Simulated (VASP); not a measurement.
Crystal: GaAs.

```
CELL_PARAMETERS angstrom
0.00000 2.83309 2.83309
2.83309 0.00000 2.83309
2.83309 2.83309 0.00000
ATOMIC_POSITIONS crystal
Ga 0.00000 0.00000 0.00000
As 0.25000 0.25000 0.25000
```

Program: VASP 6.6.1. Alike in all runs: task single point; no spin polarisation; cell as given; cutoff (eV) 520; smearing gaussian 0.01 eV.

Q: Order these runs on this cell by their pressure, lowest first.
A. level LDA; potentials or basis VASP PAW LDA potentials, release 64 (Ga_d, As); k mesh 8 × 8 × 8
B. level r2SCAN; potentials or basis VASP PAW PBE potentials, release 64 (Ga_d, As); k mesh 8 × 8 × 8
C. level PBE; potentials or basis VASP PAW PBE potentials, release 64 (Ga_d, As); k mesh 4 × 4 × 4

A: A (-2.1 GPa), B (0.1 GPa), C (3.2 GPa).

Caveats: some runs use coarse meshes; the PAW data sets were made with another functional, which shifts forces and pressure a little (some runs).
